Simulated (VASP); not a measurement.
# BAs (F-43m) in VASP: notebook

Runs on BAs. Level: PBEsol. Tasks: single point.

Program: VASP 6.6.1. These are calculated values, not measurements. Logs are shortened: lines on timing, memory, paths and dates and some standing lists are left out, and cuts for length are marked.

## 1. The cell of the first run

It takes space group F-43m (No. 216, cubic). Conventional cell: a = 4.679 Å, b = 4.679 Å, c = 4.679 Å, α = 90.00°, β = 90.00°, γ = 90.00°. Within 2.7 Å of As (site symmetry -43m) lie 4 B at 2.03 Å. B (site symmetry -43m) has 4 As at 2.03 Å within 2.7 Å.

## 2. Single point, PBEsol

The input, INCAR:

```
  PREC = Accurate
  ENCUT = 520
  EDIFF = 1E-6
  ISMEAR = -1
  SIGMA = 0.05
  LREAL = False
  LASPH = True
  NELM = 80
  ALGO = Normal
  ISIF = 2
  LWAVE = False
  LCHARG = True
  GGA = PS
  LELF = True
  LVHAR = True
  NBANDS = 11
```

The input, KPOINTS:

```
regular mesh
0
Gamma
  10 10 10
```

The input, POSCAR:

```
BAs
1.0
    0.0000000000      2.3397414207      2.3397414207
    2.3397414207      0.0000000000      2.3397414207
    2.3397414207      2.3397414207      0.0000000000
As B
1 1
Direct
    0.7500000000      0.7500000000      0.7500000000
    0.0000000000      0.0000000000      0.0000000000
```

Potentials or basis: VASP PAW PBE potentials, release 64 (As, B).

Started as:

```
$ cat potpaw_PBE.64/As/POTCAR potpaw_PBE.64/B/POTCAR > POTCAR
$ mpirun -np 1 vasp_std > vasp.out
```

OUTCAR:

```text
PREC = Accurate
   ENCUT = 520
   EDIFF = 1E-6
   ISMEAR = -1
   LREAL = False
   LASPH = True
   NELM = 80
   ISIF = 2
   GGA = PS

 ion  position               nearest neighbor table
   1  0.750  0.750  0.750-   2 2.03   2 2.03   2 2.03   2 2.03
   2  0.000  0.000  0.000-   1 2.03   1 2.03   1 2.03   1 2.03

  LATTYP: Found a face centered cubic cell.
 ALAT       =     4.6794828414

  Lattice vectors:

 A1 = (   0.0000000000,   2.3397414207,   2.3397414207)
 A2 = (   2.3397414207,   0.0000000000,   2.3397414207)
 A3 = (   2.3397414207,   2.3397414207,   0.0000000000)

Analysis of symmetry for initial positions (statically):
=====================================================================
 Subroutine PRICEL returns:
 Original cell was already a primitive cell.

 Routine SETGRP: Setting up the symmetry group for a
 face centered cubic supercell.

 Subroutine GETGRP returns: Found 24 space group operations
 (whereof 24 operations were pure point group operations)
 out of a pool of 48 trial point group operations.

The static configuration has the point symmetry T_d .

Analysis of symmetry for dynamics (positions and initial velocities):
=====================================================================
 Subroutine PRICEL returns:
 Original cell was already a primitive cell.

 Routine SETGRP: Setting up the symmetry group for a
 face centered cubic supercell.

 Subroutine GETGRP returns: Found 24 space group operations
 (whereof 24 operations were pure point group operations)
 out of a pool of 48 trial point group operations.

The dynamic configuration has the point symmetry T_d .

 Subroutine INISYM returns: Found 24 space group operations
 (whereof 24 operations are pure point group operations),
 and found     1 'primitive' translations

----------------------------------------------------------------------------------------

                                     Primitive cell

  volume of cell :      25.6173

  direct lattice vectors                    reciprocal lattice vectors
     0.000000000  2.339741421  2.339741421    -0.213698828  0.213698828  0.213698828
     2.339741421  0.000000000  2.339741421     0.213698828 -0.213698828  0.213698828
     2.339741421  2.339741421  0.000000000     0.213698828  0.213698828 -0.213698828

  length of vectors
     3.308894050  3.308894050  3.308894050     0.370137228  0.370137228  0.370137228

  position of ions in fractional coordinates (direct lattice)
     0.750000000  0.750000000  0.750000000
     0.000000000  0.000000000  0.000000000

  ion indices of the primitive-cell ions
   primitive index   ion index
                 1           1
                 2           2

----------------------------------------------------------------------------------------

 KPOINTS: regular mesh

Automatic generation of k-mesh.
 Grid dimensions read from file:
 generate k-points for:   10   10   10

 Generating k-lattice:

  Cartesian coordinates                     Fractional coordinates (reciprocal lattice)
    -0.021369883  0.021369883  0.021369883     0.100000000  0.000000000  0.000000000
     0.021369883 -0.021369883  0.021369883     0.000000000  0.100000000  0.000000000
     0.021369883  0.021369883 -0.021369883     0.000000000  0.000000000  0.100000000

  Length of vectors
     0.037013723  0.037013723  0.037013723

  Shift w.r.t. Gamma in fractional coordinates (k-lattice)
     0.000000000  0.000000000  0.000000000

 Subroutine IBZKPT returns following result:
 ===========================================

 Found     47 irreducible k-points:

 Following reciprocal coordinates:
            Coordinates               Weight
  0.000000  0.000000  0.000000      1.000000
  0.100000  0.000000  0.000000      8.000000
  0.200000  0.000000  0.000000      8.000000
  0.300000  0.000000  0.000000      8.000000
  0.400000  0.000000  0.000000      8.000000
  0.500000  0.000000  0.000000      4.000000
[... 16 lines left out ...]
  0.300000  0.300000  0.000000      6.000000
  0.400000  0.300000  0.000000     24.000000
 [... further k-points ...]
   k-points           NKPTS =     47   k-points in BZ     NKDIM =     47   number of bands    NBANDS=     11
   number of dos      NEDOS =    301   number of ions     NIONS =      2
   total plane-waves  NPLWV =  21952
   dimension x,y,z NGX =    28 NGY =   28 NGZ =   28
   dimension x,y,z NGXF=    56 NGYF=   56 NGZF=   56
   ions per type =               1   1
   NGX,Y,Z   is equivalent  to a cutoff of  14.07, 14.07, 14.07 a.u.
   NGXF,Y,Z  is equivalent  to a cutoff of  28.14, 28.14, 28.14 a.u.
 SYSTEM =  unknown system
   PREC   = accura    normal or accurate (medium, high low for compatibility)
   ISTART =      0    job   : 0-new  1-cont  2-samecut
   ICHARG =      2    charge: 1-file 2-atom 10-const
   ISPIN  =      1    spin polarized calculation?
   LNONCOLLINEAR =      F non collinear calculations
   LSORBIT =      F    spin-orbit coupling
   LASPH  =      T    aspherical Exc in radial PAW
   ENCUT  =  520.0 eV  38.22 Ry    6.18 a.u.   6.15  6.15  6.15*2*pi/ulx,y,z
   NELM   =     80;   NELMIN=  2; NELMDL= -5     # of ELM steps
   EDIFF  = 0.1E-05   stopping-criterion for ELM
   LREAL  =      F    real-space projection
   EDIFFG = 0.1E-04   stopping-criterion for IOM
   NSW    =      0    number of steps for IOM
   IBRION =     -1    ionic relax: 0-MD 1-quasi-New 2-CG
   NFREE  =      0    steps in history (QN), initial steepest desc. (CG)
   ISIF   =      2    stress and relaxation
   ISYM   =      2    0-nonsym 1-usesym 2-fastsym
   POTIM  = 0.5000    time-step for ionic-motion
   TEBEG  =    0.0;   TEEND  =   0.0 temperature during run
   PSTRESS=    0.0 pullay stress
   NELECT =       8.0000    total number of electrons
   NUPDOWN=      -1.0000    fix difference up-down
   EMIN   =  10.00;   EMAX   =-10.00  energy-range for DOS
   EFERMI =   0.00;   METHOD = LEGACY
   ISMEAR =    -1;   SIGMA  =   0.05  broadening in eV -4-tet -1-fermi 0-gaus
   EFERMI_NEDOS =   21; number of points for ismear=-14 and -15
   IALGO  =     38    algorithm
   IMIX   =      4    mixing-type and parameters
     AMIX     =   0.40;   BMIX     =  1.00
     AMIX_MAG =   1.60;   BMIX_MAG =  1.00
  volume/ion in A,a.u.               =      12.81        86.44
  Fermi-wavevector in a.u.,A,eV,Ry     =   1.110692  2.098903 16.784646  1.233637
  Thomas-Fermi vector in A             =   2.247246
   LORBIT       =      0    0 simple, 1 ext, 2 COOP (PROOUT), +10 PAW based schemes
   GGA     = PS    functional components
   LHFCALC =     F    Hartree Fock is set to
   AEXX    =    0.0000 exact exchange contribution
   IVDW    =     0    specifies the selected vdW correction
   LEPSILON=     F    determine dielectric tensor
   LRPA    =     F    only Hartree local field effects (RPA)
 non-spin polarized calculation
  energy-cutoff  :      520.00
  volume of cell :       25.62
 maximum number of plane-waves:       701
 NGX is ok and might be reduce to    28
   NGX = 13   NGY = 13   NGZ = 13

 number of electron       8.0000000 magnetization

 Free energy of the ion-electron system (eV)
  ---------------------------------------------------
  ext. energy  EPLUGINS =         0.00000000
  ---------------------------------------------------
  free energy    TOTEN  =       -12.15489301 eV

  energy without entropy =      -12.15489262  energy(sigma->0) =      -12.15489282

 E-fermi :   7.2328     XC(G=0): -10.9958

 val. band max:        6.7440397022   @ k =   0.0000   0.0000   0.0000
 cond. band min:       7.7563166616   @ k =   0.4000   0.4000   0.0000
 fundamental gap:      1.0122769594
 Fermi energy:         7.2327960607

 k-point     1 :       0.0000    0.0000    0.0000
  band No.  band energies     occupation
      1      -9.2745      2.00000
      2       6.7440      1.99989
      3       6.7440      1.99989
      4       6.7440      1.99989
      5      10.0640      0.00000
      6      10.0640      0.00000
      7      10.0640      0.00000
      8      12.2242      0.00000
      9      16.4070      0.00000
     10      19.9346      0.00000
     11      19.9346      0.00000

 k-point     2 :       0.1000    0.0000    0.0000
  band No.  band energies     occupation
      1      -9.1004      2.00000
      2       5.2962      2.00000
      3       6.4169      2.00000
      4       6.4169      2.00000
      5      10.3255      0.00000
      6      10.4918      0.00000
      7      10.4918      0.00000
      8      12.9661      0.00000
      9      17.1125      0.00000
     10      18.7362      0.00000
     11      18.7362      0.00000

 k-point     3 :       0.2000    0.0000    0.0000
  band No.  band energies     occupation
      1      -8.5858      2.00000
      2       2.8156      2.00000
      3       5.8030      2.00000
      4       5.8030      2.00000
      5      10.2158      0.00000
      6      11.2426      0.00000
      7      11.2426      0.00000
      8      14.4016      0.00000
      9      17.9759      0.00000
     10      17.9759      0.00000
     11      18.1335      0.00000

 k-point     4 :       0.3000    0.0000    0.0000
  band No.  band energies     occupation
      1      -7.7642      2.00000
      2       0.3948      2.00000
      3       5.2658      2.00000
      4       5.2658      2.00000
      5       9.9864      0.00000
      6      11.6200      0.00000
      7      11.6200      0.00000
      8      15.4264      0.00000
      9      18.3017      0.00000
     10      18.4900      0.00000
     11      18.4900      0.00000

 k-point     5 :       0.4000    0.0000    0.0000
  band No.  band energies     occupation
      1      -6.7637      2.00000
      2      -1.6113      2.00000
      3       4.9230      2.00000
      4       4.9230      2.00000
      5       9.8263      0.00000
      6      11.5975      0.00000
      7      11.5975      0.00000
      8      15.6098      0.00000
      9      19.1347      0.00000
     10      20.1486      0.00000
     11      20.1486      0.00000
[... 211 lines left out ...]
 k-point    21 :      -0.3000    0.2000    0.0000
  band No.  band energies     occupation
      1      -6.5431      2.00000
      2      -0.6127      2.00000
      3       1.8222      2.00000
      4       4.6554      2.00000
      5      10.3371      0.00000
      6      12.8371      0.00000
      7      13.1783      0.00000
      8      15.1744      0.00000
      9      17.5109      0.00000
     10      19.1520      0.00000
     11      22.5264      0.00000

 k-point    22 :      -0.2000    0.2000    0.0000
  band No.  band energies     occupation
      1      -7.4840      2.00000
      2       1.0865      2.00000
      3       2.3653      2.00000
      4       5.3680      2.00000
      5      10.8571      0.00000
      6      11.9959      0.00000
      7      12.9459      0.00000
      8      14.0037      0.00000
      9      16.6285      0.00000
     10      19.6438      0.00000
     11      21.4912      0.00000

 k-point    23 :       0.3000    0.3000    0.0000
  band No.  band energies     occupation
      1      -7.2367      2.00000
      2       1.4433      2.00000
      3       3.3187      2.00000
      4       3.3187      2.00000
      5       8.0103      0.00000
      6      10.3100      0.00000
      7      15.5721      0.00000
      8      15.5721      0.00000
      9      18.2648      0.00000
     10      22.1636      0.00000
     11      22.3992      0.00000

 k-point    24 :       0.4000    0.3000    0.0000
  band No.  band energies     occupation
      1      -6.4535      2.00000
      2       0.1122      2.00000
      3       2.4709      2.00000
      4       3.0045      2.00000
      5       8.3174      0.00000
      6      10.0464      0.00000
      7      16.0001      0.00000
      8      16.1955      0.00000
      9      19.2839      0.00000
     10      23.0034      0.00000
     11      23.2506      0.00000

 [... further k-points ...]
[... 5 lines left out ...]
  --------------------------------------------------------------------------------------
  -------------------------------------------------------------------------------------
  Total        1.5929014      1.5929014      1.5929014      0.0000000      0.0000000      0.0000000
  in kB       99.6244422     99.6244422     99.6244422      0.0000000      0.0000000      0.0000000
  external PRESSURE =      99.6244422 kB  Pullay stress =       0.0000000 kB

 VOLUME and BASIS-vectors are now :
 -----------------------------------------------------------------------------
  energy-cutoff  :      520.00
  volume of cell :       25.62
      direct lattice vectors                 reciprocal lattice vectors
     0.000000000  2.339741421  2.339741421    -0.213698828  0.213698828  0.213698828
     2.339741421  0.000000000  2.339741421     0.213698828 -0.213698828  0.213698828
     2.339741421  2.339741421  0.000000000     0.213698828  0.213698828 -0.213698828

 POSITION                                       TOTAL-FORCE (eV/Angst)
 -----------------------------------------------------------------------------------
      3.50961      3.50961      3.50961        -0.000000     -0.000000     -0.000000
      0.00000      0.00000      0.00000         0.000000      0.000000      0.000000
 -----------------------------------------------------------------------------------
    total drift:                                0.000000      0.000000      0.000000

  FREE ENERGIE OF THE ION-ELECTRON SYSTEM (eV)
  ---------------------------------------------------
  free  energy   TOTEN  =       -12.1548930131 eV

  energy  without entropy=      -12.1548926248  energy(sigma->0) =      -12.15489282
```

It took 13 s on 1 thread of Intel Xeon 6975P-C, shared host; peak memory 0.16 GiB.

Results:

```yaml
Free_energy: -12.1549 eV
Pressure: 10.0 GPa
Band_gap_on_the_k_mesh: 1.01 eV, indirect (least direct gap 3.32 eV)
```

Caveat: the PAW data sets were made with another functional, which shifts forces and pressure a little.

## 3. Single point, PBEsol

This run uses another cell than the first one, of 13.54 Å³/atom, 1.057 times its volume.

The input, INCAR:

```
SYSTEM = BAs
PREC = Accurate
ENCUT = 520
EDIFF = 1E-7
ISMEAR = -1
SIGMA = 0.05
LREAL = .FALSE.
LASPH = .TRUE.
NELM = 100
ALGO = Normal
ISIF = 2
LWAVE = .FALSE.
LCHARG = .FALSE.
GGA = PS
NBANDS = 11
```

The input, KPOINTS:

```
Automatic mesh
0
G
  10 10 10
  0 0 0
```

The input, POSCAR:

```
BAs
1.0
    0.0000000000      2.3837431016      2.3837431016
    2.3837431016      0.0000000000      2.3837431016
    2.3837431016      2.3837431016      0.0000000000
As B
1 1
Direct
    0.7500000000      0.7500000000      0.7500000000
    0.0000000000      0.0000000000      0.0000000000
```

Potentials or basis: VASP PAW PBE potentials, release 64 (As, B).

Started as:

```
$ cat potpaw_PBE.64/As/POTCAR potpaw_PBE.64/B/POTCAR > POTCAR
$ mpirun -np 1 vasp_std > vasp.out
```

Run time: 13 s. Hardware: 1 thread of Intel Xeon 6975P-C, shared host; peak memory 0.16 GiB.

The run converged. Its results:

```yaml
Free_energy: -12.2033 eV
Pressure: 0.9 GPa
Band_gap_on_the_k_mesh: 1.07 eV, indirect (least direct gap 3.25 eV)
```

Levels at points of the mesh, in eV from the valence-band top:
```
           k point  band 2  band 3  band 4  band 5  band 6  band 7
(0.00, 0.00, 0.00)    0.00    0.00    0.00    3.25    3.25    3.25
(0.50, 0.00, 0.00)   -8.88   -1.84   -1.84    2.69    4.73    4.73
(0.50, 0.50, 0.00)   -8.57   -4.13   -4.13    1.31    1.33   11.40
```

Caveat: the PAW data sets were made with another functional, which shifts forces and pressure a little. A k mesh can miss the band edges.

## 4. Single point, PBEsol

This run uses another cell than the first one, of 13.10 Å³/atom, 1.023 times its volume.

The input, INCAR:

```
SYSTEM = BAs
ALGO = Normal ; EDIFF = 1E-6
ENCUT = 520 ; GGA = PS
ISIF = 2 ; ISMEAR = -1
LASPH = .TRUE. ; LCHARG = .FALSE.
LREAL = .FALSE. ; LWAVE = .FALSE.
NBANDS = 11 ; NELM = 80
PREC = Accurate ; SIGMA = 0.05
```

The input, KPOINTS:

```
k-points
0
G
  10 10 10
  0 0 0
```

The input, POSCAR:

```
BAs
1.0
    0.0000000000      2.3574666403      2.3574666403
    2.3574666403      0.0000000000      2.3574666403
    2.3574666403      2.3574666403      0.0000000000
As B
1 1
Direct
    0.7500000000      0.7500000000      0.7500000000
    0.0000000000      0.0000000000      0.0000000000
```

Started as:

```
$ cat potpaw_PBE.64/As/POTCAR potpaw_PBE.64/B/POTCAR > POTCAR
$ mpirun -np 1 vasp_std > vasp.out
```

Run time: 12 s. Hardware: 1 thread of Intel Xeon 6975P-C, shared host; peak memory 0.16 GiB.

It converged, with:

```yaml
Free_energy: -12.1842 eV
Pressure: 6.1 GPa
Band_gap_on_the_k_mesh: 1.04 eV, indirect (least direct gap 3.29 eV)
```

Levels at points of the mesh, in eV from the valence-band top:
```
           k point  band 1  band 2  band 3  band 4  band 5  band 6  band 7  band 8  band 9
(0.00, 0.00, 0.00)  -15.80    0.00    0.00    0.00    3.29    3.29    3.29    5.19    9.54
(0.50, 0.00, 0.00)  -12.77   -9.13   -1.90   -1.90    2.89    4.77    4.77    8.78   12.85
(0.50, 0.50, 0.00)  -11.40   -8.76   -4.27   -4.27    1.27    1.29   11.72   11.72   13.14
```

Caveat: the PAW data sets were made with another functional, which shifts forces and pressure a little.

## 5. Single point, PBEsol

This run uses another cell than the first one, of 13.35 Å³/atom, 1.043 times its volume.

The input, INCAR:

```
ALGO = Normal
EDIFF = 1E-7
ENCUT = 520
GGA = PS
ISIF = 2
ISMEAR = -1
LASPH = True
LCHARG = True
LELF = True
LREAL = False
LVHAR = True
LWAVE = False
NBANDS = 11
NELM = 60
PREC = Accurate
SIGMA = 0.05
```

The input, KPOINTS:

```
k-points
0
Gamma
  10 10 10
```

The input, POSCAR:

```
BAs
1.0
    0.0000000000      2.3724693156      2.3724693156
    2.3724693156      0.0000000000      2.3724693156
    2.3724693156      2.3724693156      0.0000000000
As B
1 1
Direct
    0.7500000000      0.7500000000      0.7500000000
    0.0000000000      0.0000000000      0.0000000000
```

Started as:

```
$ cat potpaw_PBE.64/As/POTCAR potpaw_PBE.64/B/POTCAR > POTCAR
$ mpirun -np 1 vasp_std > vasp.out
```

Wall time 16 s (1 thread of Intel Xeon 6975P-C, shared host); peak memory 0.16 GiB.

It converged, with:

```
Free energy            : -12.1986 eV
Pressure               : 3.0 GPa
Band gap on the k mesh : 1.06 eV, indirect (least direct gap 3.27 eV)
```

Levels at points of the mesh, in eV from the valence-band top:
```
           k point  band 2  band 3  band 4  band 5  band 6  band 7
(0.00, 0.00, 0.00)    0.00    0.00    0.00    3.27    3.27    3.27
(0.50, 0.00, 0.00)   -8.98   -1.86   -1.86    2.77    4.75    4.75
(0.50, 0.50, 0.00)   -8.65   -4.19   -4.19    1.29    1.31   11.54
```

Caveat: the PAW data sets were made with another functional, which shifts forces and pressure a little. As with any semilocal functional, this PBEsol gap is likely too small.

## 6. Summary

| cell | gap on the mesh (eV) | pressure (GPa) |
| --- | --- | --- |
| a = 3.309 Å, angles 60.0°, 2 atoms | 1.01 | 10.0 |
| a = 3.371 Å, angles 60.0°, 2 atoms | 1.07 | 0.9 |
| a = 3.334 Å, angles 60.0°, 2 atoms | 1.04 | 6.1 |
| a = 3.355 Å, angles 60.0°, 2 atoms | 1.06 | 3.0 |

Alike in all rows: task single point; level PBEsol; potentials or basis VASP PAW PBE potentials, release 64 (As, B); no spin polarisation; k mesh 10 × 10 × 10; cutoff (eV) 520; smearing fermi-dirac 0.05 eV.

Caveats: the PAW data sets were made with another functional, which shifts forces and pressure a little.

Total energies depend on the potentials used, so only differences within one code and one set of settings carry meaning.
